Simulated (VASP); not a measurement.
Input of a VASP 6.6.1 run:

The input INCAR:

```
  ALGO = Normal
  EDIFF = 1E-6
  ENCUT = 520
  GGA = PE
  ISIF = 2
  ISMEAR = 0
  ISPIN = 2
  LASPH = T
  LCHARG = F
  LMAXMIX = 4
  LORBIT = 11
  LREAL = F
  LWAVE = F
  MAGMOM = 1 1 1 1 1
  NBANDS = 40
  NELM = 150
  PREC = Accurate
  SIGMA = 0.1
```

The input KPOINTS:

```
k-points
0
Gamma
  6 6 6
```

File POSCAR:

```
Ir3Ru2
1.0
    1.3588189000      0.7845144000     11.1099150000
   -1.3588189000      0.7845144000     11.1099150000
    0.0000000000     -1.5690289000     11.1099150000
Ru Ir
2 3
Direct
    0.0999450000      0.0999450000      0.0999450000
    0.9000550000      0.9000550000      0.9000550000
    0.2988550000      0.2988550000      0.2988550000
    0.7011450000      0.7011450000      0.7011450000
    0.5000000000      0.5000000000      0.5000000000
```

Potentials or basis: VASP PAW PBE potentials, release 64 (Ru_pv, Ir).

The run is started by

```sh
$ cat potpaw_PBE.64/Ru_pv/POTCAR potpaw_PBE.64/Ir/POTCAR > POTCAR
$ mpirun -np 1 vasp_std > vasp.out
```

Problem. What does it give for the net moment?

Solution. 0.01 μB per cell.

Problem. Predict the pressure.

Solution. 1.7 GPa.

Problem. Predict the largest force.

Solution. 0.082 eV/Å.

Stress tensor (GPa, compression positive):
```
 3.28  0.00  0.00
 0.00  3.28  0.00
 0.00  0.00 -1.61
```

Caveat: the k points lie up to 0.45 Å⁻¹ apart.
